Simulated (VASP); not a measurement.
# TaN (Fmm2) in VASP: single point with LDA

Aim: the single point of TaN with LDA.

Everything below comes from runs of VASP 6.6.1. Logs are shortened: lines on timing, memory, paths and dates and some standing lists are left out, and cuts for length are marked.

## 1. The cell of the first run

It takes space group Fmm2 (No. 42, orthorhombic). Conventional cell: a = 4.349 Å, b = 4.406 Å, c = 4.406 Å, α = 90.00°, β = 90.00°, γ = 90.00°. Ta (site symmetry mm2) has 6 N at 2.14 to 2.27 Å within 2.8 Å. Within 2.8 Å of N (site symmetry mm2) lie 6 Ta at 2.14 to 2.27 Å.

## 2. Single point, LDA (atoms displaced along a vibrational mode, the cell strained)

INCAR reads:

```
SYSTEM = TaN
PREC = Accurate ; ENCUT = 700
EDIFF = 1E-6 ; ISMEAR = 0
SIGMA = 0.15 ; LREAL = .False.
LASPH = .True. ; NELM = 120
ALGO = Normal ; ISIF = 2
LWAVE = .False. ; LCHARG = .False.
GGA = CA ; NBANDS = 16
GGA_COMPAT = .False.
```

KPOINTS reads:

```
Automatic mesh
0
Gamma
  18 18 18
  0 0 0
```

POSCAR reads:

```
TaN
1.0
    0.0000000000      2.2031871567      2.1742693740
    2.2031871567      0.0000000000      2.1742693740
    2.2031871567      2.2031871567      0.0000000000
Ta N
1 1
Direct
    0.4989105691      0.5010894309      0.5010894309
    0.0140736932     -0.0140736932     -0.0140736932
```

Potentials or basis: VASP PAW LDA potentials, release 64 (Ta_sv_GW, N).

The run is started by

```console
cat potpaw_LDA.64/Ta_sv_GW/POTCAR potpaw_LDA.64/N/POTCAR > POTCAR
mpirun -np 1 vasp_std > vasp.out
```

OUTCAR:

```text
SYSTEM = TaN
   PREC = Accurate
   ENCUT = 700
   EDIFF = 1E-6
   ISMEAR = 0
   LREAL = .False.
   LASPH = .True.
   NELM = 120
   ISIF = 2
   GGA = CA

 ion  position               nearest neighbor table
   1  0.499  0.501  0.501-   2 2.14   2 2.18   2 2.18   2 2.20   2 2.20   2 2.27
   2  0.014  0.986  0.986-   1 2.14   1 2.18   1 2.18   1 2.20   1 2.20   1 2.27

  LATTYP: Found a body centered tetragonal cell.
 ALAT       =     3.1157771575
 C/A-ratio  =     1.3956513988

  Lattice vectors:

 A1 = (   0.0000000000,  -2.2031871567,  -2.1742693740)
 A2 = (   0.0000000000,   2.2031871567,  -2.1742693740)
 A3 = (   2.2031871567,   0.0000000000,   2.1742693740)

Analysis of symmetry for initial positions (statically):
=====================================================================
 Subroutine PRICEL returns:
 Original cell was already a primitive cell.

 Routine SETGRP: Setting up the symmetry group for a
 body centered tetragonal supercell.

 Subroutine GETGRP returns: Found  4 space group operations
 (whereof  4 operations were pure point group operations)
 out of a pool of 16 trial point group operations.

The static configuration has the point symmetry C_2v.

Analysis of symmetry for dynamics (positions and initial velocities):
=====================================================================
 Subroutine PRICEL returns:
 Original cell was already a primitive cell.

 Routine SETGRP: Setting up the symmetry group for a
 body centered tetragonal supercell.

 Subroutine GETGRP returns: Found  4 space group operations
 (whereof  4 operations were pure point group operations)
 out of a pool of 16 trial point group operations.

The dynamic configuration has the point symmetry C_2v.

 Subroutine INISYM returns: Found  4 space group operations
 (whereof  4 operations are pure point group operations),
 and found     1 'primitive' translations

----------------------------------------------------------------------------------------

                                     Primitive cell

  volume of cell :      21.1080

  direct lattice vectors                    reciprocal lattice vectors
     0.000000000  2.203187157  2.174269374    -0.226943952  0.226943952  0.229962306
     2.203187157  0.000000000  2.174269374     0.226943952 -0.226943952  0.229962306
     2.203187157  2.203187157  0.000000000     0.226943952  0.226943952 -0.229962306

  length of vectors
     3.095396737  3.095396737  3.115777157     0.394828794  0.394828794  0.394828794

[... 79 lines left out ...]
   NELM   =    120;   NELMIN=  2; NELMDL= -5     # of ELM steps
   EDIFF  = 0.1E-05   stopping-criterion for ELM
   LREAL  =      F    real-space projection
   EDIFFG = 0.1E-04   stopping-criterion for IOM
   NSW    =      0    number of steps for IOM
   IBRION =     -1    ionic relax: 0-MD 1-quasi-New 2-CG
   NFREE  =      0    steps in history (QN), initial steepest desc. (CG)
   ISIF   =      2    stress and relaxation
   ISYM   =      2    0-nonsym 1-usesym 2-fastsym
   POTIM  = 0.5000    time-step for ionic-motion
   TEBEG  =    0.0;   TEEND  =   0.0 temperature during run
   PSTRESS=    0.0 pullay stress
   NELECT =      18.0000    total number of electrons
   NUPDOWN=      -1.0000    fix difference up-down
   EMIN   =  10.00;   EMAX   =-10.00  energy-range for DOS
   EFERMI =   0.00;   METHOD = LEGACY
   ISMEAR =     0;   SIGMA  =   0.15  broadening in eV -4-tet -1-fermi 0-gaus
   EFERMI_NEDOS =   21; number of points for ismear=-14 and -15
   IALGO  =     38    algorithm
   IMIX   =      4    mixing-type and parameters
     AMIX     =   0.40;   BMIX     =  1.00
     AMIX_MAG =   1.60;   BMIX_MAG =  1.00
  volume/ion in A,a.u.               =      10.55        71.22
  Fermi-wavevector in a.u.,A,eV,Ry     =   1.552448  2.933701 32.791315  2.410094
  Thomas-Fermi vector in A             =   2.656821
   LORBIT       =      0    0 simple, 1 ext, 2 COOP (PROOUT), +10 PAW based schemes
   GGA     = CA    functional components
   LHFCALC =     F    Hartree Fock is set to
   AEXX    =    0.0000 exact exchange contribution
   IVDW    =     0    specifies the selected vdW correction
   LEPSILON=     F    determine dielectric tensor
   LRPA    =     F    only Hartree local field effects (RPA)
 non-spin polarized calculation
 Gauss-broadening in eV      SIGMA  =   0.15
  energy-cutoff  :      700.00
  volume of cell :       21.11
 maximum number of plane-waves:       908
   NGX = 13   NGY = 13   NGZ = 13

 number of electron      18.0000000 magnetization

 Free energy of the ion-electron system (eV)
  ---------------------------------------------------
  ext. energy  EPLUGINS =         0.00000000
  ---------------------------------------------------
  free energy    TOTEN  =       -26.64444414 eV

  energy without entropy =      -26.63502085  energy(sigma->0) =      -26.63973249

 E-fermi :  13.5915     XC(G=0): -14.1025

 val. band max:       13.5911915373   @ k =   0.3333   0.2222  -0.3889
 cond. band min:      13.5917315213   @ k =   0.2778   0.0556   0.0000
 fundamental gap:      0.0005399840
 Fermi energy:        13.5915245262

 k-point     1 :       0.0000    0.0000    0.0000
  band No.  band energies     occupation
      1     -55.5008      2.00000
      2     -21.9265      2.00000
      3     -21.9232      2.00000
      4     -21.9184      2.00000
      5      -5.0498      2.00000
      6       9.6709      2.00000
[... 433 lines left out ...]
      3     -21.9892      2.00000
      4     -21.9589      2.00000
      5      -3.7517      2.00000
      6       6.0037      2.00000
[... 8 lines left out ...]
     15      25.9605      0.00000
     16      29.7350      0.00000

 [... further k-points ...]

------------------------ aborting loop because EDIFF is reached ----------------------------------------

  FORCE on cell =-STRESS in cart. coord.  units (eV):
  Direction    XX          YY          ZZ          XY          YZ          ZX
  --------------------------------------------------------------------------------------
  -------------------------------------------------------------------------------------
  Total       -1.1544003     -1.4574764     -0.3898218      0.0000000      0.0000000      0.0000000
  in kB      -87.6235587   -110.6282386    -29.5890161      0.0000000      0.0000000      0.0000000
  external PRESSURE =     -75.9469378 kB  Pullay stress =       0.0000000 kB

 VOLUME and BASIS-vectors are now :
 -----------------------------------------------------------------------------
  energy-cutoff  :      700.00
  volume of cell :       21.11
      direct lattice vectors                 reciprocal lattice vectors
     0.000000000  2.203187157  2.174269374    -0.226943952  0.226943952  0.229962306
     2.203187157  0.000000000  2.174269374     0.226943952 -0.226943952  0.229962306
     2.203187157  2.203187157  0.000000000     0.226943952  0.226943952 -0.229962306

 POSITION                                       TOTAL-FORCE (eV/Angst)
 -----------------------------------------------------------------------------------
      2.20799      2.20319      2.17427        -0.474575      0.000000      0.000000
      4.34436      2.20319      2.17427         0.474575      0.000000      0.000000
 -----------------------------------------------------------------------------------
    total drift:                               -0.000025      0.000000      0.000000

  FREE ENERGIE OF THE ION-ELECTRON SYSTEM (eV)
  ---------------------------------------------------
  free  energy   TOTEN  =       -26.6444441439 eV

  energy  without entropy=      -26.6350208459  energy(sigma->0) =      -26.63973249
```

OSZICAR:

```text
N       E                     dE             d eps       ncg     rms          rms(c)
DAV:   1     0.124278794297E+03    0.12428E+03   -0.13242E+04 27744   0.144E+03
DAV:   2    -0.252222084330E+02   -0.14950E+03   -0.14375E+03 40112   0.336E+02
DAV:   3    -0.307162225540E+02   -0.54940E+01   -0.54838E+01 31944   0.593E+01
DAV:   4    -0.308549693714E+02   -0.13875E+00   -0.13874E+00 39400   0.656E+00
DAV:   5    -0.308582880293E+02   -0.33187E-02   -0.33187E-02 32640   0.732E-01    0.454E+01
DAV:   6    -0.268558937720E+02    0.40024E+01   -0.91031E+00 29832   0.254E+01    0.476E+01
DAV:   7    -0.267100759611E+02    0.14582E+00   -0.43602E-01 31736   0.533E+00    0.247E+01
DAV:   8    -0.266460257845E+02    0.64050E-01   -0.16753E-01 33088   0.309E+00    0.236E+00
DAV:   9    -0.266446573246E+02    0.13685E-02   -0.38489E-03 34200   0.590E-01    0.307E-01
DAV:  10    -0.266444627787E+02    0.19455E-03   -0.16347E-03 29400   0.383E-01    0.209E-01
DAV:  11    -0.266444873583E+02   -0.24580E-04   -0.23125E-04 31552   0.131E-01    0.400E-02
DAV:  12    -0.266444437793E+02    0.43579E-04   -0.88174E-05 30472   0.757E-02    0.244E-02
DAV:  13    -0.266444441439E+02   -0.36455E-06   -0.42937E-06 32104   0.174E-02
   1 F= -.26644444E+02 E0= -.26639732E+02  d E =-.942330E-02
```

It took 6 min on 1 thread of Intel Xeon Platinum 8259CL at 2.50GHz (Skylake/Cascade Lake), shared host; peak memory 0.57 GiB.

What came out:

* Free energy: -26.6444 eV
* Pressure: -7.6 GPa
* Largest force: 0.475 eV/Å
* Band gap on the k mesh: zero (bands 9 and 10 overlap by 3.89 eV)

Forces in eV/Å, atoms in the order of the input:
```
Ta  -0.475  0.000  0.000
N    0.475  0.000  0.000
```

Stress tensor (GPa, compression positive):
```
 -8.76   0.00   0.00
  0.00 -11.06   0.00
  0.00   0.00  -2.96
```

Caveat: the cell differs from its parent crystal (atoms displaced along a vibrational mode, the cell strained); the stress differs along the axes, from -11 to -3 GPa; spin-orbit coupling is left out, which moves the levels of the heavy elements.
